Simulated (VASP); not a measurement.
**GaN: single point with PBE**

GaN:

```
Ga N
1.0
     3.18693    0.00000    0.00000
     1.59347    2.75996    0.00000
     1.59347    0.91999    2.60212
Ga N
1 1
Direct
  0.00000 0.00000 0.00000
  0.75000 0.75000 0.75000
```

* Program: VASP 6.6.1
* Task: single point
* Functional: PBE
* Potentials or basis: VASP PAW PBE potentials, release 64 (Ga_d, N)
* Cutoff: 520 eV
* k mesh: 8 × 8 × 8
* Occupations: methfessel-paxton, width 0.02 eV
* Spin: non-collinear spin, zero start, spin-orbit coupling
* Starting moments: [[0.0, 0.0, 0.0], [0.0, 0.0, 0.0]] μB

```json
{"Pressure": "5.0 GPa", "Net moment": "0.00 μB per cell", "Valence electrons inside the program's atomic spheres": "Ga 11.87; N 3.74"}
```

Moments on the atoms (μB; x, y, z):
```
Ga  0.00 0.00 0.00
N   0.00 0.00 0.00
```

Run time: 64 s on 1 thread of Intel(R) Xeon(R) Platinum 8375C CPU @ 2.90GHz (Ice Lake), with other jobs on the host, peak memory 0.22 GiB.
